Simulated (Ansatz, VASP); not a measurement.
**Two plane-wave programs on Ir**

INCAR

```
SYSTEM = Ir
  PREC = Accurate
  ENCUT = 600
  EDIFF = 1E-6
  ISMEAR = 0
  SIGMA = 0.1
  LREAL = .FALSE.
  LASPH = .TRUE.
  NELM = 80
  ALGO = Normal
  ISIF = 3
  LWAVE = .FALSE.
  LCHARG = .FALSE.
  GGA = PE
  IBRION = 2
  NSW = 90
  EDIFFG = -0.04
```

KPOINTS

```
regular mesh
0
G
  8 8 8
  0 0 0
```

Contents of POSCAR:

```
Ir
1.0
   -1.5788553348      1.5788553348      1.5788553348
    1.5788553348     -1.5788553348      1.5788553348
    1.5788553348      1.5788553348     -1.5788553348
Ir
1
Direct
    0.0000000000      0.0000000000      0.0000000000
```

Input for Ansatz:

```yaml
crystal:
  lattice:
    - [-1.5788553348, 1.5788553348, 1.5788553348]
    - [1.5788553348, -1.5788553348, 1.5788553348]
    - [1.5788553348, 1.5788553348, -1.5788553348]
  atoms:
    - { symbol: Ir, position: [0.0, 0.0, 0.0] }
basis:
  ecutwfc: 420
kpoints:
  mp_grid: { grid: [8, 8, 8] }
hamiltonian:
  xc: pbe
scf:
  occupations: { method: gaussian, width: 0.1 }
  lower_state_search: "off"
output:
  forces: true
  stress: true
  eigenvalues: true
relax:
  adjacent_minimum: "off"
  f_tol: 0.04
  max_steps: 70
  cell: { stress_tol: 0.4 }
```

Alike in both runs: task relaxation of cell and atoms; functional PBE; k mesh 8 × 8 × 8; occupations gaussian, width 0.1 eV; no spin polarisation.

```csv
,VASP,Ansatz
version,VASP 6.6.1,Ansatz 0.2.0
potentials or method,"VASP PAW PBE potentials, release 64 (Ir), cutoff 600 eV","scalar-relativistic, plane waves, PAW"
valence electrons in the cell,9,17
```

|  | VASP | Ansatz | Ansatz less VASP |
| --- | --- | --- | --- |
| gap on the k mesh at the Fermi level, each at its own relaxed structure (eV) | none | none | - |
| relaxed volume (Å³/atom) | 15.09 | 15.04 | -0.049 |
| relaxed cell length with the largest relative difference (Å) | 2.697 | 2.694 | -0.0029 |

A gap of «none» marks a metal or a gap that the smearing closes. VASP's potentials hold 9 valence electrons a cell and Ansatz's 17, so a difference there can come from the potentials and not from the codes.

Spin-orbit coupling is off throughout.
